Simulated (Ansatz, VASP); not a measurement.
BaTe: VASP beside Ansatz

The input INCAR:

```
ALGO = Normal
EDIFF = 1E-6
ENCUT = 520
GGA = PE
ISIF = 2
ISMEAR = -1
LASPH = True
LCHARG = True
LELF = True
LREAL = False
LVHAR = True
LWAVE = False
NBANDS = 15
NELM = 100
PREC = Accurate
SIGMA = 0.05
```

File KPOINTS:

```
k-points
0
Gamma
  11 11 11
```

Contents of POSCAR:

```
BaTe
1.0
    0.0000000000      3.8635279548      3.8635279548
    3.8635279548      0.0000000000      3.8635279548
    3.8635279548      3.8635279548      0.0000000000
Ba Te
1 1
Direct
    0.0000000000      0.0000000000      0.0000000000
    0.2500000000      0.2500000000      0.2500000000
```

Input for Ansatz:

```yaml
crystal:
  lattice:
    - [0.0, 3.8635279548, 3.8635279548]
    - [3.8635279548, 0.0, 3.8635279548]
    - [3.8635279548, 3.8635279548, 0.0]
  atoms:
    - { symbol: Ba, position: [0.0, 0.0, 0.0] }
    - { symbol: Te, position: [0.25, 0.25, 0.25] }
kpoints:
  mp_grid: { grid: [11, 11, 11] }
scf:
  occupations: { method: fermi_dirac, width: 0.05 }
hamiltonian:
  xc: pbe
  pseudopotentials: { kind: all_electron, lapw: { basis_error: 0.0005 } }
output:
  forces: true
  stress: true
  eigenvalues: true
```

Change from the starting cell: volume scaled by 0.96.

Alike in both runs: task single point; functional PBE; k mesh 11 × 11 × 11; occupations fermi-dirac, width 0.05 eV; no spin polarisation.

|  | VASP | Ansatz |
| --- | --- | --- |
| version | VASP 6.6.1 | Ansatz 0.2.0 |
| potentials or method | VASP PAW PBE potentials, release 64 (Ba_sv, Te), cutoff 520 eV | all-electron LAPW, scalar-relativistic |

```csv
,VASP,Ansatz,Ansatz less VASP
gap on the k mesh at the Fermi level (eV),2.64,2.63,-0.014
pressure (GPa),1.0,0.8,-0.23
```

Ansatz ran all-electron here, and VASP with PAW potentials.

Neither program's run includes spin-orbit coupling.
